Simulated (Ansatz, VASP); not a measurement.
Two plane-wave programs on Ge

```
Ge
1.0
     0.00000    2.83777    2.83777
     2.83777    0.00000    2.83777
     2.83777    2.83777    0.00000
Ge
2
Direct
  0.50000 0.50000 0.50000
  0.75000 0.75000 0.75000
```

Alike in both runs: functional PBEsol; k mesh 12 × 12 × 12; occupations gaussian, width 0.01 eV; no spin polarisation.

Ansatz relaxed the structure, and its values are those at the end. VASP's run is a single point on that final structure, the one shown.

```csv
,VASP,Ansatz
version,VASP 6.6.1,Ansatz 0.2.0
potentials or method,"VASP PAW PBE potentials, release 64 (Ge_d)","scalar-relativistic, plane waves, PAW"
plane-wave cutoff (eV),520,420
valence electrons in the cell,28,28
```

Ansatz gave:

| Property | Result |
| --- | --- |
| gap on the k mesh at the Fermi level (eV) | none |
| pressure (GPa) | 0.0 |

Question: What did VASP give for the same quantities?

Answer: gap on the k mesh at the Fermi level (eV): none; pressure (GPa): -0.1.

VASP's potentials were made for PBE, not for PBEsol. A gap of «none» marks a metal or a gap that the smearing closes. The functional is the same, so the differences come from potentials, cutoffs and numerics.
